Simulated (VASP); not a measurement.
**H22CO11: single point with PBE+D3(BJ)**

The system is H22CO11.

```
O H C
1.0
     7.12037    0.00000    0.00000
     0.00000    7.12037    0.00000
     0.00000    0.00000    7.12037
O H C
11 22 1
Direct
  0.51134 0.16930 0.46224
  0.81894 0.61285 0.45165
  0.51452 0.10058 0.91727
  0.95168 0.63460 0.96119
  0.52038 0.54451 0.24229
  0.31973 0.40220 0.80608
  0.21460 0.11871 0.17078
  0.73099 0.86049 0.69206
  0.73446 0.91853 0.23972
  0.29517 0.77535 0.88144
  0.96233 0.20731 0.69665
  0.48995 0.30196 0.48630
  0.31649 0.16817 0.24864
  0.92975 0.66644 0.39373
  0.46264 0.10476 0.57170
  0.40249 0.31299 0.87842
  0.61373 0.04990 0.83527
  0.86674 0.71145 0.86717
  0.08650 0.69680 0.94515
  0.64758 0.55447 0.30826
  0.46200 0.65622 0.29463
  0.23291 0.31748 0.74175
  0.31664 0.66839 0.79335
  0.96666 0.50390 0.90890
  0.25773 0.99187 0.14880
  0.80642 0.96793 0.65033
  0.75593 0.76087 0.58116
  0.69940 0.00527 0.13987
  0.76808 0.80156 0.17954
  0.41355 0.01012 0.89185
  0.38030 0.73408 0.98196
  0.00726 0.48505 0.64755
  0.75927 0.40998 0.69561
  0.90866 0.36976 0.67992
```

```json
{
 "Program": "VASP 6.6.1",
 "Task": "single point",
 "Functional": "PBE",
 "Dispersion": "D3(BJ)",
 "Potentials or basis": "VASP PAW PBE potentials, release 64 (O, H, C)",
 "Cutoff": "520 eV",
 "k mesh": "1 × 1 × 1",
 "Occupations": "fermi-dirac, width 0.02 eV",
 "Spin": "no spin polarisation",
 "Dipole correction": "no",
 "Further INCAR settings": "LREAL = Auto; ALGO = Normal; EDIFF = 1e-06; NBANDS = 69"
}
```

- Pressure: -0.2 GPa
- Largest force: 1.137 eV/Å
- Band gap on the k mesh: 2.78 eV
- Dispersion energy per atom: -0.035 eV

Forces on the atoms (eV/Å):
```
O   -0.120  0.125 -0.245
O   -0.274 -0.290  0.139
O    0.377 -0.062 -0.237
O    0.340  0.729 -0.803
O    0.025  0.053 -0.002
O    0.143 -0.038  0.026
O   -0.234  0.090  0.019
O    0.654 -0.683  0.517
O    0.036  0.283 -0.017
O   -0.456 -0.713  0.197
O    0.377 -0.645 -0.160
H   -0.022  0.222 -0.036
H    0.166  0.096  0.208
H    0.132  0.044 -0.129
H    0.017 -0.066  0.093
H   -0.288  0.294 -0.305
H    0.032 -0.066 -0.032
H    0.028  0.029  0.049
H   -0.103 -0.115  0.000
H    0.005  0.008  0.006
H   -0.084  0.127  0.053
H   -0.042 -0.092  0.055
H    0.000  0.007  0.101
H   -0.074  0.567  0.358
H   -0.097 -0.155  0.018
H    0.106  0.058  0.064
H    0.019 -0.133 -0.086
H   -0.155  0.082 -0.026
H   -0.081 -0.136 -0.055
H   -0.054  0.095  0.166
H    0.095 -0.064  0.229
H    0.055  0.108  0.027
H   -0.031 -0.049  0.011
C   -0.491  0.289 -0.205
```

Stress tensor (GPa, compression positive):
```
-0.83  0.10 -0.66
 0.10  0.11  0.82
-0.66  0.82  0.04
```

Levels at points of the mesh, in eV from the valence-band top:
| k point | band 42 | band 43 | band 44 | band 45 | band 46 | band 47 | band 48 | band 49 | band 50 | band 51 |
| --- | --- | --- | --- | --- | --- | --- | --- | --- | --- | --- |
| (0.00, 0.00, 0.00) | -0.90 | -0.65 | -0.44 | -0.24 | 0.00 | 2.78 | 3.48 | 5.92 | 6.19 | 6.40 |

It took 82 s on 1 thread of Intel Xeon 8259CL, with other jobs on the host, peak memory 0.39 GiB.

Caveat: the k points lie up to 0.88 Å⁻¹ apart; the atoms stand as in a frame of molecular dynamics.
